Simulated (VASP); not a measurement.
# SnO2: single point with PBEsol

System: SnO2.

```
CELL_PARAMETERS angstrom
3.21207 0.00000 0.00000
0.00000 6.74434 0.00000
0.00000 0.00000 17.72959
ATOMIC_POSITIONS crystal
O 0.00000 0.00000 0.14101
O 0.50000 0.30628 0.21470
O 0.50000 0.69372 0.21470
O 0.00000 0.00000 0.28839
O 0.00000 0.50000 0.33121
O 0.50000 0.80628 0.40490
O 0.50000 0.19372 0.40490
O 0.00000 0.50000 0.47859
O 0.00000 0.00000 0.52141
O 0.50000 0.30628 0.59510
O 0.50000 0.69372 0.59510
O 0.00000 0.00000 0.66879
O 0.00000 0.50000 0.71161
O 0.50000 0.80628 0.78530
O 0.50000 0.19372 0.78530
O 0.00000 0.50000 0.85899
Sn 0.00000 0.50000 0.21470
Sn 0.50000 0.00000 0.21470
Sn 0.00000 0.00000 0.40490
Sn 0.50000 0.50000 0.40490
Sn 0.00000 0.50000 0.59510
Sn 0.50000 0.00000 0.59510
Sn 0.00000 0.00000 0.78530
Sn 0.50000 0.50000 0.78530
```

```
Program                : VASP 6.6.1
Task                   : single point
Functional             : PBEsol
Potentials or basis    : VASP PAW PBE potentials, release 64 (O, Sn_d)
Cutoff                 : 520 eV
k mesh                 : 8 × 4 × 1
Occupations            : gaussian, width 0.05 eV
Spin                   : no spin polarisation
Dipole correction      : yes
Further INCAR settings : LREAL = Auto; ALGO = Normal; EDIFF = 1e-07; NBANDS = 122
```

* Largest force: 2.435 eV/Å
* Band gap on the k mesh: 0.32 eV (least direct gap 0.39 eV)

Forces in eV/Å, atoms in the order of the input:
```
O    0.000  0.000  1.011
O    0.000  1.428 -0.660
O    0.000 -1.428 -0.660
O    0.000  0.000  1.064
O    0.000  0.000 -0.455
O    0.000 -0.183  0.014
O    0.000  0.183  0.014
O    0.000  0.000 -0.053
O    0.000  0.000  0.053
O    0.000 -0.183 -0.014
O    0.000  0.183 -0.014
O    0.000  0.000  0.455
O    0.000  0.000 -1.064
O    0.000  1.428  0.660
O    0.000 -1.428  0.660
O    0.000  0.000 -1.011
Sn   0.000  0.000  1.836
Sn   0.000  0.000 -2.435
Sn   0.000  0.000 -0.160
Sn   0.000  0.000  0.312
Sn   0.000  0.000  0.160
Sn   0.000  0.000 -0.312
Sn   0.000  0.000 -1.836
Sn   0.000  0.000  2.435
```

Levels at points of the mesh, in eV from the valence-band top:
| k point | band 100 | band 101 | band 102 | band 103 | band 104 | band 105 | band 106 | band 107 | band 108 | band 109 |
| --- | --- | --- | --- | --- | --- | --- | --- | --- | --- | --- |
| (0.00, 0.00, 0.00) | -0.80 | -0.43 | -0.43 | -0.08 | -0.07 | 0.32 | 0.58 | 1.66 | 3.01 | 4.03 |
| (0.50, 0.00, 0.00) | -1.48 | -0.31 | -0.25 | -0.01 | -0.01 | 2.09 | 2.09 | 4.15 | 4.42 | 4.74 |
| (0.00, 0.50, 0.00) | -0.61 | -0.41 | -0.41 | -0.30 | -0.30 | 1.09 | 1.09 | 2.85 | 2.85 | 3.63 |
| (0.50, 0.50, 0.00) | -1.40 | -0.23 | -0.23 | -0.06 | -0.06 | 2.18 | 2.18 | 5.11 | 5.11 | 5.31 |

It took 45 min on 1 thread of Oxide Virtual Turin-like Processor (shared host), peak memory 0.64 GiB.

Caveat: semilocal functionals underestimate gaps, and a narrow one can read as zero; the PAW data sets were made with another functional, which shifts forces and pressure a little; spin-orbit coupling is left out, which moves the levels of the heavy elements.
